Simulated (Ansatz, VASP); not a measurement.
# Two plane-wave programs on Al7InAs8

The input INCAR:

```
ALGO = Normal
EDIFF = 1E-7
ENCUT = 520
GGA = PS
ISIF = 2
ISMEAR = 0
LASPH = T
LCHARG = F
LREAL = Auto
LWAVE = F
NBANDS = 51
NELM = 100
PREC = Accurate
SIGMA = 0.02
```

Contents of KPOINTS:

```
k-points
0
Gamma
  4 4 4
```

The input POSCAR:

```
Al7InAs8
1.0
    5.7238382079     -5.7238382079      0.0000000000
    5.7238382079      0.0000000000      5.7238382079
    0.0000000000     -5.7238382079      5.7238382079
In Al As
1 7 8
Direct
    0.5000000000      0.0000000000      0.0000000000
    0.5004298045      0.0004298045      0.4995701955
    0.5004298045      0.4995701955      0.0004298045
    0.5004298045      0.4995701955      0.4995701955
   -0.0004298045      0.0004298045      0.0004298045
   -0.0004298045      0.0004298045      0.4995701955
   -0.0004298045      0.4995701955      0.0004298045
    0.0000000000      0.5000000000      0.5000000000
    0.3697064445      0.3908806665      0.8697064445
    0.3749564739      0.3750145087      0.3750145087
    0.3697064445      0.8697064445      0.8697064445
    0.3697064445      0.8697064445      0.3908806665
    0.8750145087      0.3750145087      0.8749564739
    0.8750145087      0.3750145087      0.3750145087
    0.8908806665      0.8697064445      0.8697064445
    0.8750145087      0.8749564739      0.3750145087
```

Input for Ansatz:

```yaml
crystal:
  lattice:
    - [5.7238382092, -5.7238382092, 0.0]
    - [5.7238382092, 0.0, 5.7238382092]
    - [0.0, -5.7238382092, 5.7238382092]
  atoms:
    - { symbol: In, position: [0.5, 0.0, 0.0] }
    - { symbol: Al, position: [0.5004298042, 0.0004298042, 0.4995701958] }
    - { symbol: Al, position: [0.5004298042, 0.4995701958, 0.0004298042] }
    - { symbol: Al, position: [0.5004298042, 0.4995701958, 0.4995701958] }
    - { symbol: Al, position: [-0.0004298042, 0.0004298042, 0.0004298042] }
    - { symbol: Al, position: [-0.0004298042, 0.0004298042, 0.4995701958] }
    - { symbol: Al, position: [-0.0004298042, 0.4995701958, 0.0004298042] }
    - { symbol: Al, position: [0.0, 0.5, 0.5] }
    - { symbol: As, position: [0.3697064446, 0.3908806662, 0.8697064446] }
    - { symbol: As, position: [0.3749564741, 0.3750145086, 0.3750145086] }
    - { symbol: As, position: [0.3697064446, 0.8697064446, 0.8697064446] }
    - { symbol: As, position: [0.3697064446, 0.8697064446, 0.3908806662] }
    - { symbol: As, position: [0.8750145086, 0.3750145086, 0.8749564741] }
    - { symbol: As, position: [0.8750145086, 0.3750145086, 0.3750145086] }
    - { symbol: As, position: [0.8908806662, 0.8697064446, 0.8697064446] }
    - { symbol: As, position: [0.8750145086, 0.8749564741, 0.3750145086] }
basis:
  ecutwfc: 420
kpoints:
  mp_grid: { grid: [4, 4, 4] }
  band_path: { path: [VBM, CBM], npoints: 2 }
hamiltonian:
  xc: pbesol
scf:
  occupations: { method: gaussian, width: 0.02 }
output:
  forces: true
  stress: true
  eigenvalues: true
```

Alike in both runs: task single point; functional PBEsol; k mesh 4 × 4 × 4; occupations gaussian, width 0.02 eV; no spin polarisation.

```csv
,VASP,Ansatz
version,VASP 6.6.1,Ansatz 0.2.0
potentials or method,"VASP PAW PBE potentials, release 64 (In_d, Al, As), cutoff 520 eV","scalar-relativistic, plane waves, PAW"
valence electrons in the cell,74,154
```

Ansatz gave:

```
gap on the k mesh at the Fermi level (eV) : 1.34
least direct gap on the mesh (eV)         : 1.34
pressure (GPa)                            : 0.0
```

Task: Estimate VASP's values.

Result: gap on the k mesh at the Fermi level (eV): 1.33; least direct gap on the mesh (eV): 1.33; pressure (GPa): 0.2.

VASP's potentials were made for PBE, not for PBEsol. VASP's potentials hold 74 valence electrons a cell and Ansatz's 154, so a difference there can come from the potentials and not from the codes.
